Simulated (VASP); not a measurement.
# Mo (Im-3m) in VASP: single point with PBE

Aim: the single point of Mo with PBE.

Everything below comes from runs of VASP 6.6.1. Logs are shortened: lines on timing, memory, paths and dates and some standing lists are left out, and cuts for length are marked.

**1. The cell of the first run**

The structure is cubic, space group Im-3m (No. 229). Conventional cell: a = 3.168 Å, b = 3.168 Å, c = 3.168 Å, α = 90.00°, β = 90.00°, γ = 90.00°. Mo (site symmetry m-3m) has 14 Mo at 2.74 to 3.17 Å within 3.6 Å.

**2. Single point, PBE, non-collinear spin, zero start, spin-orbit coupling**

INCAR reads:

```
  ALGO = Normal
  EDIFF = 1E-6
  ENCUT = 520
  GGA = PE
  GGA_COMPAT = False
  ISIF = 2
  ISMEAR = -1
  LASPH = True
  LCHARG = True
  LMAXMIX = 4
  LORBIT = 11
  LORBMOM = True
  LREAL = False
  LSORBIT = True
  LVHAR = True
  LWAVE = False
  MAGMOM = 0 0 0
  NBANDS = 25
  NELM = 150
  PREC = Accurate
  SIGMA = 0.1
```

KPOINTS reads:

```
k-points
0
Gamma
  10 10 10
```

POSCAR reads:

```
Mo
1.0
   -1.5838090000      1.5838090000      1.5838090000
    1.5838090000     -1.5838090000      1.5838090000
    1.5838090000      1.5838090000     -1.5838090000
Mo
1
Direct
    0.0000000000      0.0000000000      0.0000000000
```

Potentials or basis: VASP PAW PBE potentials, release 64 (Mo_sv).

On the command line:

```console
cat potpaw_PBE.64/Mo_sv/POTCAR > POTCAR
mpirun -np 1 vasp_ncl > vasp.out
```

OUTCAR:

```text
EDIFF = 1E-6
   ENCUT = 520
   GGA = PE
   ISIF = 2
   ISMEAR = -1
   LASPH = True
   LORBIT = 11
   LREAL = False
   LSORBIT = True
   NELM = 150
   PREC = Accurate

 ion  position               nearest neighbor table
   1  0.000  0.000  0.000-

  LATTYP: Found a body centered cubic cell.
 ALAT       =     3.1676180000

  Lattice vectors:

 A1 = (  -1.5838090000,   1.5838090000,   1.5838090000)
 A2 = (   1.5838090000,  -1.5838090000,   1.5838090000)
 A3 = (   1.5838090000,   1.5838090000,  -1.5838090000)

Analysis of symmetry for initial positions (statically):
=====================================================================
 Subroutine PRICEL returns:
 Original cell was already a primitive cell.

 Routine SETGRP: Setting up the symmetry group for a
 body centered cubic supercell.

 Subroutine GETGRP returns: Found 48 space group operations
 (whereof 48 operations were pure point group operations)
 out of a pool of 48 trial point group operations.

The static configuration has the point symmetry O_h .

Analysis of symmetry for dynamics (positions and initial velocities):
=====================================================================
 Subroutine PRICEL returns:
 Original cell was already a primitive cell.

 Routine SETGRP: Setting up the symmetry group for a
 body centered cubic supercell.

 Subroutine GETGRP returns: Found 48 space group operations
 (whereof 48 operations were pure point group operations)
 out of a pool of 48 trial point group operations.

The dynamic configuration has the point symmetry O_h .

Analysis of structural, dynamic, and magnetic symmetry:
=====================================================================
 Subroutine PRICEL returns:
 Original cell was already a primitive cell.

 Routine SETGRP: Setting up the symmetry group for a
 body centered cubic supercell.

 Subroutine GETGRP returns: Found 48 space group operations
 (whereof 48 operations were pure point group operations)
 out of a pool of 48 trial point group operations.

The overall configuration has the point symmetry O_h .

 Subroutine INISYM returns: Found 48 space group operations
 (whereof 48 operations are pure point group operations),
 and found     1 'primitive' translations

----------------------------------------------------------------------------------------

                                     Primitive cell

  volume of cell :      15.8916

  direct lattice vectors                    reciprocal lattice vectors
    -1.583809000  1.583809000  1.583809000     0.000000000  0.315694632  0.315694632
     1.583809000 -1.583809000  1.583809000     0.315694632  0.000000000  0.315694632
     1.583809000  1.583809000 -1.583809000     0.315694632  0.315694632  0.000000000

  length of vectors
     2.743237657  2.743237657  2.743237657     0.446459631  0.446459631  0.446459631

  position of ions in fractional coordinates (direct lattice)
     0.000000000  0.000000000  0.000000000

  ion indices of the primitive-cell ions
   primitive index   ion index
                 1           1

----------------------------------------------------------------------------------------

 KPOINTS: k-points

Automatic generation of k-mesh.
 Grid dimensions read from file:
 generate k-points for:   10   10   10

 Generating k-lattice:

  Cartesian coordinates                     Fractional coordinates (reciprocal lattice)
     0.000000000  0.031569463  0.031569463     0.100000000  0.000000000  0.000000000
     0.031569463  0.000000000  0.031569463     0.000000000  0.100000000  0.000000000
     0.031569463  0.031569463  0.000000000     0.000000000  0.000000000  0.100000000

  Length of vectors
     0.044645963  0.044645963  0.044645963

[... 46 lines left out ...]
   ICHARG =      2    charge: 1-file 2-atom 10-const
   ISPIN  =      1    spin polarized calculation?
   LNONCOLLINEAR =      T non collinear calculations
   LSORBIT =      T    spin-orbit coupling
   LASPH  =      T    aspherical Exc in radial PAW
   ENCUT  =  520.0 eV  38.22 Ry    6.18 a.u.   5.10  5.10  5.10*2*pi/ulx,y,z
   NELM   =    150;   NELMIN=  2; NELMDL= -5     # of ELM steps
   EDIFF  = 0.1E-05   stopping-criterion for ELM
   LREAL  =      F    real-space projection
   EDIFFG = 0.1E-04   stopping-criterion for IOM
   NSW    =      0    number of steps for IOM
   IBRION =     -1    ionic relax: 0-MD 1-quasi-New 2-CG
   NFREE  =      0    steps in history (QN), initial steepest desc. (CG)
   ISIF   =      2    stress and relaxation
   ISYM   =      2    0-nonsym 1-usesym 2-fastsym
   POTIM  = 0.5000    time-step for ionic-motion
   TEBEG  =    0.0;   TEEND  =   0.0 temperature during run
   PSTRESS=    0.0 pullay stress
   NELECT =      14.0000    total number of electrons
   NUPDOWN=      -1.0000    fix difference up-down
   EMIN   =  10.00;   EMAX   =-10.00  energy-range for DOS
   EFERMI =   0.00;   METHOD = LEGACY
   ISMEAR =    -1;   SIGMA  =   0.10  broadening in eV -4-tet -1-fermi 0-gaus
   EFERMI_NEDOS =   21; number of points for ismear=-14 and -15
   IALGO  =     38    algorithm
   IMIX   =      4    mixing-type and parameters
     AMIX     =   0.40;   BMIX     =  1.00
     AMIX_MAG =   1.60;   BMIX_MAG =  1.00
  volume/ion in A,a.u.               =      15.89       107.24
  Fermi-wavevector in a.u.,A,eV,Ry     =   1.569380  2.965698 33.510506  2.462953
  Thomas-Fermi vector in A             =   2.671271
   LORBIT       =     11    0 simple, 1 ext, 2 COOP (PROOUT), +10 PAW based schemes
   GGA     = PE    functional components
   LHFCALC =     F    Hartree Fock is set to
   AEXX    =    0.0000 exact exchange contribution
   IVDW    =     0    specifies the selected vdW correction
   LEPSILON=     F    determine dielectric tensor
   LRPA    =     F    only Hartree local field effects (RPA)
  energy-cutoff  :      520.00
  volume of cell :       15.89
 maximum number of plane-waves:       890
   NGX = 11   NGY = 11   NGZ = 11

 number of electron      14.0000000 magnetization       0.0000000      0.0000000      0.0000000

 number of electron      14.0000005 magnetization       0.0000000     -0.0000000      0.0000000

 number of electron      14.0000005 magnetization      -0.0000000      0.0000000     -0.0000000

 Free energy of the ion-electron system (eV)
  ---------------------------------------------------
  ext. energy  EPLUGINS =         0.00000000
  ---------------------------------------------------
  free energy    TOTEN  =       -11.03781869 eV

  energy without entropy =      -11.00700071  energy(sigma->0) =      -11.02240970

 E-fermi :  12.4136     XC(G=0): -13.2950

 val. band max:       12.3448090335   @ k =  -0.3000   0.3000   0.3000
 cond. band min:      12.4590602850   @ k =  -0.2000   0.2000   0.1000
 fundamental gap:      0.1142512515
 Fermi energy:        12.4136411042

 k-point     1 :       0.0000    0.0000    0.0000
  band No.  band energies     occupation
      1     -48.9306      1.00000
      2     -48.9306      1.00000
      3     -23.9327      1.00000
      4     -23.9327      1.00000
      5     -21.4071      1.00000
      6     -21.4071      1.00000
[... 661 lines left out ...]
     24      27.9952      0.00000
     25      32.0660      0.00000

 [... further k-points ...]

------------------------ aborting loop because EDIFF is reached ----------------------------------------

  FORCE on cell =-STRESS in cart. coord.  units (eV):
  Direction    XX          YY          ZZ          XY          YZ          ZX
  --------------------------------------------------------------------------------------
  -------------------------------------------------------------------------------------
  Total       -0.1125500     -0.1125500     -0.1125500      0.0000000      0.0000000     -0.0000000
  in kB      -11.3471740    -11.3471740    -11.3471740      0.0000000      0.0000000     -0.0000000
  external PRESSURE =     -11.3471740 kB  Pullay stress =       0.0000000 kB

 VOLUME and BASIS-vectors are now :
 -----------------------------------------------------------------------------
  energy-cutoff  :      520.00
  volume of cell :       15.89
      direct lattice vectors                 reciprocal lattice vectors
    -1.583809000  1.583809000  1.583809000     0.000000000  0.315694632  0.315694632
     1.583809000 -1.583809000  1.583809000     0.315694632  0.000000000  0.315694632
     1.583809000  1.583809000 -1.583809000     0.315694632  0.315694632  0.000000000

 POSITION                                       TOTAL-FORCE (eV/Angst)
 -----------------------------------------------------------------------------------
      0.00000      0.00000      0.00000         0.000000     -0.000000      0.000000
 -----------------------------------------------------------------------------------
    total drift:                                0.000000     -0.000000     -0.000000

  FREE ENERGIE OF THE ION-ELECTRON SYSTEM (eV)
  ---------------------------------------------------
  free  energy   TOTEN  =       -11.0378186882 eV

  energy  without entropy=      -11.0070007106  energy(sigma->0) =      -11.02240970

 orbital moment (x)

 # of ion     p       d       tot
 ----------------------------------------
  1         0.000  -0.000  -0.000
 ----------------------------------------
            0.000  -0.000  -0.000

 orbital moment (y)

 # of ion     p       d       tot
 ----------------------------------------
  1         0.000  -0.000  -0.000
 ----------------------------------------
            0.000  -0.000  -0.000

 orbital moment (z)

 # of ion     p       d       tot
 ----------------------------------------
  1         0.000   0.000   0.000
 ----------------------------------------
            0.000   0.000   0.000

 Spin-Orbit-Coupling matrix elements

 Ion:    1  E_soc:     -0.2056028
 l=   1
     0.0000000    -0.0300781    -0.0300781
    -0.0300781     0.0000000    -0.0300781
    -0.0300781    -0.0300781     0.0000000
 l=   2
     0.0000000    -0.0009924     0.0000000    -0.0009924    -0.0031967
    -0.0009924     0.0000000    -0.0023975    -0.0009924    -0.0007992
     0.0000000    -0.0023975     0.0000000    -0.0023975     0.0000000
    -0.0009924    -0.0009924    -0.0023975     0.0000000    -0.0007992
    -0.0031967    -0.0007992     0.0000000    -0.0007992     0.0000000
 l=   3
     0.0000000     0.0000000     0.0000000     0.0000000     0.0000000     0.0000000     0.0000000
     0.0000000     0.0000000     0.0000000     0.0000000     0.0000000     0.0000000     0.0000000
     0.0000000     0.0000000     0.0000000     0.0000000     0.0000000     0.0000000     0.0000000
     0.0000000     0.0000000     0.0000000     0.0000000     0.0000000     0.0000000     0.0000000
     0.0000000     0.0000000     0.0000000     0.0000000     0.0000000     0.0000000     0.0000000
     0.0000000     0.0000000     0.0000000     0.0000000     0.0000000     0.0000000     0.0000000
     0.0000000     0.0000000     0.0000000     0.0000000     0.0000000     0.0000000     0.0000000

 total charge

# of ion       s       p       d       tot
------------------------------------------
    1        2.375   6.198   3.897  12.471

 magnetization (x)

# of ion       s       p       d       tot
------------------------------------------
    1       -0.000   0.000   0.000  -0.000

 magnetization (y)

# of ion       s       p       d       tot
------------------------------------------
    1       -0.000   0.000   0.000   0.000

 magnetization (z)

# of ion       s       p       d       tot
------------------------------------------
    1       -0.000   0.000   0.000  -0.000
```

Run time: 14 s. Hardware: 1 thread of Intel Xeon 6975P-C (Granite Rapids), shared host; peak memory 0.17 GiB.

What came out:

| Item | Value |
| --- | --- |
| Free energy | -11.0378 eV |
| Pressure | -1.1 GPa |
| Net moment | 0.00 μB per cell |
| Valence electrons inside the program's atomic spheres | Mo 12.47 |

Moments on the atoms (μB; x, y, z):
```
Mo  0.00 0.00 0.00
```
